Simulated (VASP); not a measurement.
A run of VASP 6.6.1:

File INCAR:

```
PREC = Accurate
ENCUT = 600
EDIFF = 1E-6
ISMEAR = 0
SIGMA = 0.1
LREAL = F
LASPH = T
NELM = 80
ALGO = Normal
ISIF = 3
LWAVE = F
LCHARG = F
GGA = PE
IBRION = 2
NSW = 100
EDIFFG = -0.01
```

File KPOINTS:

```
regular mesh
0
Gamma
  12 12 6
```

The input POSCAR:

```
B3P2
1.0
    3.1061765231      0.0000000000      0.0000000000
   -1.5530882615      2.6900277776      0.0000000000
    0.0000000000      0.0000000000      6.1747092594
B P
3 2
Direct
    0.0000000000      0.0000000000      0.0000000000
    0.3333333333      0.6666666667      0.4873247396
    0.6666666667      0.3333333333      0.5126752604
    0.3333333333      0.6666666667      0.1832014781
    0.6666666667      0.3333333333      0.8167985219
```

Potentials or basis: VASP PAW PBE potentials, release 64 (B, P).

Command:

```console
$ cat potpaw_PBE.64/B/POTCAR potpaw_PBE.64/P/POTCAR > POTCAR
$ mpirun -np 1 vasp_std > vasp.out
```

Hardware: 1 thread of Intel(R) Xeon(R) Platinum 8559C (Emerald Rapids), with other jobs on the host.

**Question.** Estimate the wall time of this run.

**Answer.** Run time: 3.7 min on 1 thread of Intel(R) Xeon(R) Platinum 8559C (Emerald Rapids), with other jobs on the host, peak memory 0.23 GiB. Counts: scf iterations 61, k points 100, ion steps 10.
